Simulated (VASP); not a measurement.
# CoW3 (P4/mmm) in VASP: further runs, part 2 of 2

VASP 6.6.1. Earlier steps stand in the parts before.

### 3 Single point, PBEsol (strain +0.025 along x and y, +0.000 along z)

INCAR reads:

```
PREC     = Accurate       # precision mode
ENCUT    = 520            # plane-wave cutoff, eV
EDIFF    = 1E-7           # SCF threshold, eV
ISMEAR   = 0              # smearing method
SIGMA    = 0.15           # smearing width, eV
LREAL    = F              # projectors in reciprocal space
LASPH    = T              # aspherical terms in the spheres
NELM     = 100            # most SCF steps
ALGO     = Fast           # electronic algorithm
ISIF     = 2              # what is computed and relaxed
LWAVE    = F              # write WAVECAR
LCHARG   = F              # write CHGCAR
GGA      = PS             # functional
NBANDS   = 34             # bands
```

KPOINTS reads:

```
Automatic mesh
0
Gamma
  12 12 12
```

POSCAR reads:

```
CoW3
1.0
    3.9547011012      0.0000000000      0.0000000000
    0.0000000000      3.9547011012      0.0000000000
    0.0000000000      0.0000000000      3.8582449768
Co W
1 3
Direct
    0.0000000000      0.0000000000      0.0000000000
    0.0000000000      0.5000000000      0.5000000000
    0.5000000000      0.0000000000      0.5000000000
    0.5000000000      0.5000000000      0.0000000000
```

Potentials or basis: VASP PAW PBE potentials, release 64 (Co, W_sv).

Command:

```sh
$ cat potpaw_PBE.64/Co/POTCAR potpaw_PBE.64/W_sv/POTCAR > POTCAR
$ mpirun -np 1 vasp_std > vasp.out
```

OUTCAR:

```text
PREC = Accurate
   ENCUT = 520
   EDIFF = 1E-7
   ISMEAR = 0
   LREAL = F
   LASPH = T
   NELM = 100
   ISIF = 2
   GGA = PS

 ion  position               nearest neighbor table
   1  0.000  0.000  0.000-   2 2.76   3 2.76   2 2.76   3 2.76   2 2.76   2 2.76   3 2.76   3 2.76
                             4 2.80   4 2.80   4 2.80   4 2.80
   2  0.000  0.500  0.500-   1 2.76   4 2.76   1 2.76   4 2.76   1 2.76   1 2.76   4 2.76   4 2.76
                             3 2.80   3 2.80   3 2.80   3 2.80
   3  0.500  0.000  0.500-   1 2.76   4 2.76   1 2.76   4 2.76   4 2.76   4 2.76   1 2.76   1 2.76
                             2 2.80   2 2.80   2 2.80   2 2.80
   4  0.500  0.500  0.000-   2 2.76   3 2.76   2 2.76   3 2.76   3 2.76   3 2.76   2 2.76   2 2.76
                             1 2.80   1 2.80   1 2.80   1 2.80

  LATTYP: Found a simple tetragonal cell.
 ALAT       =     3.9547011012
 C/A-ratio  =     0.9756097561

  Lattice vectors:

 A1 = (   3.9547011012,   0.0000000000,   0.0000000000)
 A2 = (   0.0000000000,   3.9547011012,   0.0000000000)
 A3 = (   0.0000000000,   0.0000000000,   3.8582449768)

Analysis of symmetry for initial positions (statically):
=====================================================================
 Subroutine PRICEL returns:
 Original cell was already a primitive cell.

 Routine SETGRP: Setting up the symmetry group for a
 simple tetragonal supercell.

 Subroutine GETGRP returns: Found 16 space group operations
 (whereof 16 operations were pure point group operations)
 out of a pool of 16 trial point group operations.

The static configuration has the point symmetry D_4h.

Analysis of symmetry for dynamics (positions and initial velocities):
=====================================================================
 Subroutine PRICEL returns:
 Original cell was already a primitive cell.

 Routine SETGRP: Setting up the symmetry group for a
 simple tetragonal supercell.

 Subroutine GETGRP returns: Found 16 space group operations
 (whereof 16 operations were pure point group operations)
 out of a pool of 16 trial point group operations.

The dynamic configuration has the point symmetry D_4h.

 Subroutine INISYM returns: Found 16 space group operations
 (whereof 16 operations are pure point group operations),
 and found     1 'primitive' translations

----------------------------------------------------------------------------------------

                                     Primitive cell

  volume of cell :      60.3416

  direct lattice vectors                    reciprocal lattice vectors
     3.954701101  0.000000000  0.000000000     0.252863611  0.000000000  0.000000000
     0.000000000  3.954701101  0.000000000     0.000000000  0.252863611  0.000000000
     0.000000000  0.000000000  3.858244977     0.000000000  0.000000000  0.259185201

  length of vectors
     3.954701101  3.954701101  3.858244977     0.252863611  0.252863611  0.259185201

  position of ions in fractional coordinates (direct lattice)
     0.000000000  0.000000000  0.000000000
     0.000000000  0.500000000  0.500000000
     0.500000000  0.000000000  0.500000000
     0.500000000  0.500000000  0.000000000

[... 30 lines left out ...]

 Found    196 irreducible k-points:

 Following reciprocal coordinates:
            Coordinates               Weight
  0.000000  0.000000  0.000000      1.000000
  0.083333  0.000000  0.000000      4.000000
  0.166667  0.000000  0.000000      4.000000
  0.250000  0.000000  0.000000      4.000000
  0.333333  0.000000  0.000000      4.000000
  0.416667  0.000000  0.000000      4.000000
[... 16 lines left out ...]
  0.333333  0.333333  0.000000      4.000000
  0.416667  0.333333  0.000000      8.000000
 [... further k-points ...]
   k-points           NKPTS =    196   k-points in BZ     NKDIM =    196   number of bands    NBANDS=     34
   number of dos      NEDOS =    301   number of ions     NIONS =      4
   total plane-waves  NPLWV =  27000
   dimension x,y,z NGX =    30 NGY =   30 NGZ =   30
   dimension x,y,z NGXF=    60 NGYF=   60 NGZF=   60
   ions per type =               1   3
   NGX,Y,Z   is equivalent  to a cutoff of  12.61, 12.61, 12.93 a.u.
   NGXF,Y,Z  is equivalent  to a cutoff of  25.22, 25.22, 25.85 a.u.
 SYSTEM =  unknown system
   PREC   = accura    normal or accurate (medium, high low for compatibility)
   ISTART =      0    job   : 0-new  1-cont  2-samecut
   ICHARG =      2    charge: 1-file 2-atom 10-const
   ISPIN  =      1    spin polarized calculation?
   LNONCOLLINEAR =      F non collinear calculations
   LSORBIT =      F    spin-orbit coupling
   LASPH  =      T    aspherical Exc in radial PAW
   ENCUT  =  520.0 eV  38.22 Ry    6.18 a.u.   7.35  7.35  7.17*2*pi/ulx,y,z
   NELM   =    100;   NELMIN=  2; NELMDL= -5     # of ELM steps
   EDIFF  = 0.1E-06   stopping-criterion for ELM
   LREAL  =      F    real-space projection
   EDIFFG = 0.1E-05   stopping-criterion for IOM
   NSW    =      0    number of steps for IOM
   IBRION =     -1    ionic relax: 0-MD 1-quasi-New 2-CG
   NFREE  =      0    steps in history (QN), initial steepest desc. (CG)
   ISIF   =      2    stress and relaxation
   ISYM   =      2    0-nonsym 1-usesym 2-fastsym
   POTIM  = 0.5000    time-step for ionic-motion
   TEBEG  =    0.0;   TEEND  =   0.0 temperature during run
   PSTRESS=    0.0 pullay stress
   NELECT =      51.0000    total number of electrons
   NUPDOWN=      -1.0000    fix difference up-down
   EMIN   =  10.00;   EMAX   =-10.00  energy-range for DOS
   EFERMI =   0.00;   METHOD = LEGACY
   ISMEAR =     0;   SIGMA  =   0.15  broadening in eV -4-tet -1-fermi 0-gaus
   EFERMI_NEDOS =   21; number of points for ismear=-14 and -15
   IALGO  =     68    algorithm
   IMIX   =      4    mixing-type and parameters
     AMIX     =   0.40;   BMIX     =  1.00
     AMIX_MAG =   1.60;   BMIX_MAG =  1.00
  volume/ion in A,a.u.               =      15.09       101.80
  Fermi-wavevector in a.u.,A,eV,Ry     =   1.547839  2.924992 32.596923  2.395806
  Thomas-Fermi vector in A             =   2.652875
   LORBIT       =      0    0 simple, 1 ext, 2 COOP (PROOUT), +10 PAW based schemes
   GGA     = PS    functional components
   LHFCALC =     F    Hartree Fock is set to
   AEXX    =    0.0000 exact exchange contribution
   IVDW    =     0    specifies the selected vdW correction
   LEPSILON=     F    determine dielectric tensor
   LRPA    =     F    only Hartree local field effects (RPA)
 non-spin polarized calculation
 RMM-DIIS sequential band-by-band and
 Gauss-broadening in eV      SIGMA  =   0.15
  energy-cutoff  :      520.00
  volume of cell :       60.34
 maximum number of plane-waves:      1659
 NGX is ok and might be reduce to    30
   NGX = 15   NGY = 15   NGZ = 15

 number of electron      50.9999994 magnetization

 Free energy of the ion-electron system (eV)
  ---------------------------------------------------
  ext. energy  EPLUGINS =         0.00000000
  ---------------------------------------------------
  free energy    TOTEN  =       -48.03950610 eV

  energy without entropy =      -47.98503650  energy(sigma->0) =      -48.01227130

 E-fermi :  10.1200     XC(G=0): -13.5303

 val. band max:       10.1193856220   @ k =   0.2500   0.0833   0.2500
 cond. band min:      10.1212093009   @ k =   0.4167   0.4167   0.5000
 fundamental gap:      0.0018236790
 Fermi energy:        10.1200106592

 k-point     1 :       0.0000    0.0000    0.0000
  band No.  band energies     occupation
      1     -63.5618      2.00000
      2     -63.4280      2.00000
      3     -63.3857      2.00000
      4     -28.2065      2.00000
      5     -28.2065      2.00000
      6     -28.1997      2.00000
[... 877 lines left out ...]
     33      13.5506      0.00000
     34      14.1069      0.00000

 [... further k-points ...]

------------------------ aborting loop because EDIFF is reached ----------------------------------------

  FORCE on cell =-STRESS in cart. coord.  units (eV):
  Direction    XX          YY          ZZ          XY          YZ          ZX
  --------------------------------------------------------------------------------------
  -------------------------------------------------------------------------------------
  Total       -4.8803912     -4.8803912     -4.6874039      0.0000000     -0.0000000      0.0000000
  in kB     -129.5830182   -129.5830182   -124.4588636      0.0000000     -0.0000000      0.0000000
  external PRESSURE =    -127.8749667 kB  Pullay stress =       0.0000000 kB

 VOLUME and BASIS-vectors are now :
 -----------------------------------------------------------------------------
  energy-cutoff  :      520.00
  volume of cell :       60.34
      direct lattice vectors                 reciprocal lattice vectors
     3.954701101  0.000000000  0.000000000     0.252863611  0.000000000  0.000000000
     0.000000000  3.954701101  0.000000000     0.000000000  0.252863611  0.000000000
     0.000000000  0.000000000  3.858244977     0.000000000  0.000000000  0.259185201

 POSITION                                       TOTAL-FORCE (eV/Angst)
 -----------------------------------------------------------------------------------
      0.00000      0.00000      0.00000         0.000000      0.000000      0.000000
      0.00000      1.97735      1.92912         0.000000      0.000000      0.000000
      1.97735      0.00000      1.92912         0.000000      0.000000      0.000000
      1.97735      1.97735      0.00000         0.000000      0.000000      0.000000
 -----------------------------------------------------------------------------------
    total drift:                                0.000000      0.000000     -0.000000

  FREE ENERGIE OF THE ION-ELECTRON SYSTEM (eV)
  ---------------------------------------------------
  free  energy   TOTEN  =       -48.0395061035 eV

  energy  without entropy=      -47.9850364984  energy(sigma->0) =      -48.01227130
```

Run time: 5.2 min. Hardware: 1 thread of Intel Xeon 6975P-C (Granite Rapids), shared host; peak memory 0.42 GiB.

Results:

```
Free energy            : -48.0395 eV
Pressure               : -12.8 GPa
Band gap on the k mesh : zero (an odd number of electrons rules out a gap without spin polarisation)
```

Caveat: the cell differs from its parent crystal (strain +0.025 along x and y, +0.000 along z); the cell stands under tension; the PAW data sets were made with another functional, which shifts forces and pressure a little; spin-orbit coupling is left out, which moves the levels of the heavy elements; the run has no spin polarisation, though such a crystal can be magnetic.

### 4 Single point, PBEsol (strain -0.025 along x and y, +0.000 along z)

INCAR reads:

```
PREC     = Accurate       # precision mode
ENCUT    = 520            # plane-wave cutoff, eV
EDIFF    = 1E-6           # SCF threshold, eV
ISMEAR   = 0              # smearing method
SIGMA    = 0.15           # smearing width, eV
LREAL    = False          # projectors in reciprocal space
LASPH    = True           # aspherical terms in the spheres
NELM     = 60             # most SCF steps
ALGO     = Fast           # electronic algorithm
ISIF     = 2              # what is computed and relaxed
LWAVE    = False          # write WAVECAR
LCHARG   = False          # write CHGCAR
GGA      = PS             # functional
NBANDS   = 34             # bands
```

KPOINTS reads:

```
regular mesh
0
Gamma
  12 12 12
```

Changes to POSCAR since step 3:

```diff
@@ -2,4 +2,4 @@
 1.0
-    3.9547011012      0.0000000000      0.0000000000
-    0.0000000000      3.9547011012      0.0000000000
+    3.7617888524      0.0000000000      0.0000000000
+    0.0000000000      3.7617888524      0.0000000000
     0.0000000000      0.0000000000      3.8582449768
```

Potentials or basis: VASP PAW PBE potentials, release 64 (Co, W_sv).

Command:

```sh
$ cat potpaw_PBE.64/Co/POTCAR potpaw_PBE.64/W_sv/POTCAR > POTCAR
$ mpirun -np 1 vasp_std > vasp.out
```

OUTCAR:

```text
PREC = Accurate
   ENCUT = 520
   EDIFF = 1E-6
   ISMEAR = 0
   LREAL = False
   LASPH = True
   NELM = 60
   ISIF = 2
   GGA = PS

 ion  position               nearest neighbor table
   1  0.000  0.000  0.000-   4 2.66   4 2.66   4 2.66   4 2.66   3 2.69   2 2.69   3 2.69   2 2.69
                             3 2.69   2 2.69   3 2.69   2 2.69
   2  0.000  0.500  0.500-   3 2.66   3 2.66   3 2.66   3 2.66   4 2.69   1 2.69   1 2.69   1 2.69
                             4 2.69   4 2.69   4 2.69   1 2.69
   3  0.500  0.000  0.500-   2 2.66   2 2.66   2 2.66   2 2.66   4 2.69   1 2.69   4 2.69   4 2.69
[... 1096 lines left out ...]
  -------------------------------------------------------------------------------------
  Total        6.2068912      6.2068912      5.7260362      0.0000000     -0.0000000      0.0000000
  in kB      182.1403163    182.1403163    168.0296973      0.0000000     -0.0000000      0.0000000
  external PRESSURE =     177.4367767 kB  Pullay stress =       0.0000000 kB

 VOLUME and BASIS-vectors are now :
 -----------------------------------------------------------------------------
  energy-cutoff  :      520.00
  volume of cell :       54.60
      direct lattice vectors                 reciprocal lattice vectors
     3.761788852  0.000000000  0.000000000     0.265830975  0.000000000  0.000000000
     0.000000000  3.761788852  0.000000000     0.000000000  0.265830975  0.000000000
     0.000000000  0.000000000  3.858244977     0.000000000  0.000000000  0.259185201

 POSITION                                       TOTAL-FORCE (eV/Angst)
 -----------------------------------------------------------------------------------
      0.00000      0.00000      0.00000         0.000000      0.000000      0.000000
      0.00000      1.88089      1.92912         0.000000      0.000000      0.000000
      1.88089      0.00000      1.92912         0.000000      0.000000      0.000000
      1.88089      1.88089      0.00000         0.000000      0.000000      0.000000
 -----------------------------------------------------------------------------------
    total drift:                                0.000000      0.000000      0.000000

  FREE ENERGIE OF THE ION-ELECTRON SYSTEM (eV)
  ---------------------------------------------------
  free  energy   TOTEN  =       -47.9948753103 eV

  energy  without entropy=      -47.9457555116  energy(sigma->0) =      -47.97031541
```

OSZICAR:

```text
N       E                     dE             d eps       ncg     rms          rms(c)
DAV:   1     0.598080139903E+03    0.59808E+03   -0.27699E+04 13456   0.181E+03
DAV:   2    -0.164573646764E+02   -0.61454E+03   -0.59640E+03 13780   0.548E+02
DAV:   3    -0.509104615329E+02   -0.34453E+02   -0.32061E+02 15348   0.130E+02
[... 11 lines left out ...]
RMM:  15    -0.479948740945E+02    0.78388E-03   -0.90555E-04 16285   0.202E-01    0.108E-01
RMM:  16    -0.479948709916E+02    0.31028E-05   -0.31108E-04 18218   0.812E-02    0.254E-02
RMM:  17    -0.479948750791E+02   -0.40875E-05   -0.63731E-05 19400   0.389E-02    0.109E-02
RMM:  18    -0.479948755704E+02   -0.49132E-06   -0.10442E-05 14397   0.218E-02    0.117E-02
RMM:  19    -0.479948753103E+02    0.26014E-06   -0.32592E-06 11295   0.119E-02
   1 F= -.47994875E+02 E0= -.47970315E+02  d E =-.491198E-01
```

stdout:

```text
POSCAR found type information on POSCAR CoW
 POSCAR found :  2 types and       4 ions
 scaLAPACK will be used
 -----------------------------------------------------------------------------
|                                                                             |
|                                                                             |
|     You enforced a specific xc type in the INCAR file but a different       |
|     I HOPE YOU KNOW WHAT YOU ARE DOING!                                     |
|                                                                             |
 -----------------------------------------------------------------------------

 LDA part: xc-table for (Slater+PW92), standard interpolation
 POSCAR, INCAR and KPOINTS ok, starting setup
 FFT: planning ... GRIDC
 FFT: planning ... GRID_SOFT
 FFT: planning ... GRID
 WAVECAR not read
 entering main loop
WARNING in EDDRMM: call to ZHEGV failed, returncode =   8  4     33
```

It took 3.7 min on 1 thread of Intel Xeon 6975P-C (Granite Rapids), shared host; peak memory 0.39 GiB.

What came out:

* Free energy: -47.9949 eV
* Pressure: 17.7 GPa
* Band gap on the k mesh: zero (an odd number of electrons rules out a gap without spin polarisation)

Stress tensor (GPa, compression positive):
```
18.21  0.00  0.00
 0.00 18.21  0.00
 0.00  0.00 16.80
```

Caveat: the cell differs from its parent crystal (strain -0.025 along x and y, +0.000 along z); the cell stands under pressure; the PAW data sets were made with another functional, which shifts forces and pressure a little; spin-orbit coupling is left out, which moves the levels of the heavy elements; the run has no spin polarisation, though such a crystal can be magnetic. Spin polarisation is off, so any magnetic state and its effect on volume and gap are missing.

### 5 Overview

| cell | further INCAR settings | gap on the mesh (eV) | pressure (GPa) |
| --- | --- | --- | --- |
| a = 3.858, b = 3.858, c = 4.051 Å, 4 atoms | ALGO = Fast; EDIFF = 1e-07; NBANDS = 34 | none | -12.6 |
| a = 3.955, b = 3.955, c = 3.858 Å, 4 atoms | ALGO = Fast; EDIFF = 1e-07; NBANDS = 34 | none | -12.8 |
| a = 3.762, b = 3.762, c = 3.858 Å, 4 atoms | ALGO = Fast; EDIFF = 1e-06; NBANDS = 34 | none | 17.7 |

Alike in all rows: task single point; level PBEsol; potentials or basis VASP PAW PBE potentials, release 64 (Co, W_sv); no spin polarisation; k mesh 12 × 12 × 12; cutoff (eV) 520; smearing gaussian 0.15 eV.

Caveats: the PAW data sets were made with another functional, which shifts forces and pressure a little; spin-orbit coupling is left out, which moves the levels of the heavy elements; the run has no spin polarisation, though such a crystal can be magnetic; the cell stands under tension (at least some runs); the cell stands under pressure (at least some runs).

Total energies depend on the potentials used, so only differences within one code and one set of settings carry meaning.
